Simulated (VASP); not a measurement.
# WSe2 (P6_3/mmc) in VASP: single point with LDA+U

Aim: the single point of WSe2 with LDA+U.

Everything below comes from runs of VASP 6.6.1. Logs are shortened: lines on timing, memory, paths and dates and some standing lists are left out, and cuts for length are marked.

## (1) The cell of the first run

Symmetry: P6_3/mmc, No. 194, hexagonal system. Conventional cell: a = 3.290 Å, b = 3.290 Å, c = 12.970 Å, α = 90.00°, β = 90.00°, γ = 120.00°. W (site symmetry -6m2) has 6 Se at 2.53 Å and 6 W at 3.29 Å within 3.3 Å. Within 3.4 Å of Se (site symmetry 3m) lie 3 W at 2.53 Å and 7 Se at 3.29 to 3.35 Å.

## (2) Single point, LDA+U, collinear spin

INCAR reads:

```
  PREC = Accurate
  ENCUT = 520
  EDIFF = 1E-7
  ISMEAR = 0
  SIGMA = 0.05
  LREAL = F
  LASPH = T
  NELM = 150
  ALGO = Normal
  ISIF = 2
  LWAVE = F
  LCHARG = T
  ISPIN = 2
  MAGMOM = 2 2 0 0 0 0
  LORBIT = 11
  LMAXMIX = 4
  LDAU = T
  LDAUTYPE = 1
  LDAUL = 2 -1
  LDAUU = 8 0
  LDAUJ = 0.9 0
  LDAUPRINT = 1
  GGA = CA
  LELF = T
  LVHAR = T
  NBANDS = 39
```

KPOINTS reads:

```
Automatic mesh
0
Gamma
  7 7 2
```

POSCAR reads:

```
WSe2
1.0
    3.2899988200      0.0000000000      0.0000000000
   -1.6449994100      2.8492225500      0.0000000000
    0.0000000000      0.0000000000     12.9700014400
W Se
2 4
Direct
    0.3333333333      0.6666666667      0.2500000000
    0.6666666667      0.3333333333      0.7500000000
    0.3333333333      0.6666666667      0.6210000000
    0.6666666667      0.3333333333      0.1210000000
    0.3333333333      0.6666666667      0.8790000000
    0.6666666667      0.3333333333      0.3790000000
```

Potentials or basis: VASP PAW LDA potentials, release 64 (W_sv, Se).

On the command line:

```console
cat potpaw_LDA.64/W_sv/POTCAR potpaw_LDA.64/Se/POTCAR > POTCAR
mpirun -np 1 vasp_std > vasp.out
```

OUTCAR:

```text
PREC = Accurate
   ENCUT = 520
   EDIFF = 1E-7
   ISMEAR = 0
   LREAL = F
   LASPH = T
   NELM = 150
   ISIF = 2
   ISPIN = 2
   LORBIT = 11
   GGA = CA

 ion  position               nearest neighbor table
   1  0.333  0.667  0.250-   4 2.53   6 2.53   4 2.53   6 2.53   4 2.53   6 2.53
   2  0.667  0.333  0.750-   3 2.53   5 2.53   3 2.53   5 2.53   3 2.53   5 2.53
   3  0.333  0.667  0.621-   2 2.53   2 2.53   2 2.53
   4  0.667  0.333  0.121-   1 2.53   1 2.53   1 2.53
   5  0.333  0.667  0.879-   2 2.53   2 2.53   2 2.53
   6  0.667  0.333  0.379-   1 2.53   1 2.53   1 2.53

  LATTYP: Found a hexagonal cell.
 ALAT       =     3.2899988200
 C/A-ratio  =     3.9422510917

  Lattice vectors:

 A1 = (   3.2899988200,   0.0000000000,   0.0000000000)
 A2 = (  -1.6449994100,   2.8492225500,   0.0000000000)
 A3 = (   0.0000000000,   0.0000000000,  12.9700014400)

Analysis of symmetry for initial positions (statically):
=====================================================================
 Subroutine PRICEL returns:
 Original cell was already a primitive cell.

 Routine SETGRP: Setting up the symmetry group for a
 hexagonal supercell.

 Subroutine GETGRP returns: Found 24 space group operations
 (whereof 12 operations were pure point group operations)
 out of a pool of 24 trial point group operations.

The static configuration has the point symmetry D_3d.
 The point group associated with its full space group is D_6h.

Analysis of symmetry for dynamics (positions and initial velocities):
=====================================================================
 Subroutine PRICEL returns:
 Original cell was already a primitive cell.

 Routine SETGRP: Setting up the symmetry group for a
 hexagonal supercell.

 Subroutine GETGRP returns: Found 24 space group operations
 (whereof 12 operations were pure point group operations)
 out of a pool of 24 trial point group operations.

The dynamic configuration has the point symmetry D_3d.
 The point group associated with its full space group is D_6h.

Analysis of structural, dynamic, and magnetic symmetry:
=====================================================================
 Subroutine PRICEL returns:
[... 214 lines left out ...]
  o =  0.3534  v =  0.0000 -0.0000  1.0000 -0.0000 -0.0000  0.0000  0.0000  0.0000  0.0000  0.0000      0.0000  0.0000  0.0000  0.0000  0.0000  0.0000  0.0000  0.0000  0.0000  0.0000
  o =  0.3535  v =  0.0000  0.0000  0.0000  0.0000  0.0000  0.0000 -0.0000 -1.0000 -0.0000  0.0000      0.0000  0.0000  0.0000  0.0000  0.0000  0.0000  0.0000  0.0000  0.0000  0.0000

 number of electron      51.9999994 magnetization       0.0004234

 Free energy of the ion-electron system (eV)
  ---------------------------------------------------
  ext. energy  EPLUGINS =         0.00000000
  ---------------------------------------------------
  free energy    TOTEN  =       -32.61813507 eV

  energy without entropy =      -32.61813507  energy(sigma->0) =      -32.61813507

 E-fermi :   6.8423     XC(G=0): -11.0225

 val. band max:        6.4980547964   @ k =   0.0000   0.0000   0.0000
 cond. band min:       7.5621914382   @ k =   0.1429   0.1429   0.0000
 fundamental gap:      1.0641366418
 Fermi energy:         6.8423455420

 spin component 1

 k-point     1 :       0.0000    0.0000    0.0000
  band No.  band energies     occupation
      1     -68.5555      1.00000
      2     -68.5554      1.00000
      3     -32.9804      1.00000
      4     -32.9804      1.00000
      5     -32.8790      1.00000
      6     -32.8790      1.00000
[... 645 lines left out ...]
     37      13.1038      0.00000
     38      13.1038      0.00000
 Fermi energy:         6.8423455420

 spin component 2

 k-point     1 :       0.0000    0.0000    0.0000
  band No.  band energies     occupation
      1     -68.5553      1.00000
      2     -68.5553      1.00000
      3     -32.9804      1.00000
      4     -32.9804      1.00000
      5     -32.8789      1.00000
      6     -32.8789      1.00000
[... 645 lines left out ...]
     37      13.1039      0.00000
     38      13.1039      0.00000
 [bands above 38 left out]

------------------------ aborting loop because EDIFF is reached ----------------------------------------

  FORCE on cell =-STRESS in cart. coord.  units (eV):
  Direction    XX          YY          ZZ          XY          YZ          ZX
  --------------------------------------------------------------------------------------
  -------------------------------------------------------------------------------------
  Total        0.8619314      0.8619314      2.0623455      0.0000000      0.0000000      0.0000000
  in kB       11.3585040     11.3585040     27.1775221      0.0000000      0.0000000      0.0000000
  external PRESSURE =      16.6315100 kB  Pullay stress =       0.0000000 kB

 VOLUME and BASIS-vectors are now :
 -----------------------------------------------------------------------------
  energy-cutoff  :      520.00
  volume of cell :      121.58
      direct lattice vectors                 reciprocal lattice vectors
     3.289998820  0.000000000  0.000000000     0.303951477  0.175486467  0.000000000
    -1.644999410  2.849222550  0.000000000     0.000000000  0.350972935  0.000000000
     0.000000000  0.000000000 12.970001440     0.000000000  0.000000000  0.077100994

 POSITION                                       TOTAL-FORCE (eV/Angst)
 -----------------------------------------------------------------------------------
     -0.00000      1.89948      3.24250        -0.000000     -0.000000      0.000000
      1.64500      0.94974      9.72750         0.000000      0.000000      0.000000
     -0.00000      1.89948      8.05437        -0.000000     -0.000000     -0.363075
      1.64500      0.94974      1.56937         0.000000      0.000000     -0.363075
     -0.00000      1.89948     11.40063        -0.000000     -0.000000      0.363075
      1.64500      0.94974      4.91563         0.000000      0.000000      0.363075
 -----------------------------------------------------------------------------------
    total drift:                               -0.000000      0.000000     -0.000000

  FREE ENERGIE OF THE ION-ELECTRON SYSTEM (eV)
  ---------------------------------------------------
  free  energy   TOTEN  =       -32.6181350745 eV

  energy  without entropy=      -32.6181350745  energy(sigma->0) =      -32.61813507

 total charge

# of ion       s       p       d       tot
------------------------------------------
    1        2.338   6.301   3.205  11.844
    2        2.338   6.301   3.205  11.844
    3        1.479   2.376   0.073   3.928
    4        1.479   2.376   0.073   3.928
    5        1.479   2.376   0.073   3.928
    6        1.479   2.376   0.073   3.928
--------------------------------------------------
tot         10.591  22.108   6.701  39.400

 magnetization (x)

# of ion       s       p       d       tot
------------------------------------------
    1       -0.000   0.000  -0.000  -0.000
    2       -0.000   0.000  -0.000  -0.000
    3       -0.000   0.000   0.000   0.000
    4       -0.000   0.000   0.000   0.000
    5       -0.000   0.000   0.000   0.000
    6       -0.000   0.000   0.000   0.000
--------------------------------------------------
tot         -0.000   0.000  -0.000  -0.000
```

stdout:

```text
POSCAR found type information on POSCAR W Se
 POSCAR found :  2 types and       6 ions
 scaLAPACK will be used
 LDA part: xc-table for (Slater(with rela. corr.)+CA(PZ))
 , standard interpolation
 POSCAR, INCAR and KPOINTS ok, starting setup
 FFT: planning ... GRIDC
 FFT: planning ... GRID_SOFT
 FFT: planning ... GRID
 WAVECAR not read
 entering main loop
```

It took 3.3 min on 1 thread of Intel Xeon 8259CL, shared host; peak memory 0.27 GiB.

What came out:

- Free energy: -32.6181 eV
- Pressure: 1.7 GPa
- Largest force: 0.363 eV/Å
- Band gap on the k mesh: 1.06 eV (least direct gap 1.91 eV)
- Net moment: 0.00 μB per cell
- Valence electrons inside the program's atomic spheres: W 11.84; Se 3.93

Forces on the atoms (eV/Å):
```
W    0.000  0.000  0.000
W    0.000  0.000  0.000
Se   0.000  0.000 -0.363
Se   0.000  0.000 -0.363
Se   0.000  0.000  0.363
Se   0.000  0.000  0.363
```

Eigenvalues of the final occupation matrices:
```tsv
site	spin	trace	eigenvalues
site 1 d	1	1.63	0.31 0.31 0.32 0.32 0.35
site 1 d	2	1.63	0.31 0.31 0.32 0.32 0.35
site 2 d	1	1.63	0.31 0.31 0.32 0.32 0.35
site 2 d	2	1.63	0.31 0.31 0.32 0.32 0.35
```

Caveat: spin-orbit coupling is left out, which moves the levels of the heavy elements; an odd mesh through Γ misses points on the zone boundary, where band edges can lie.
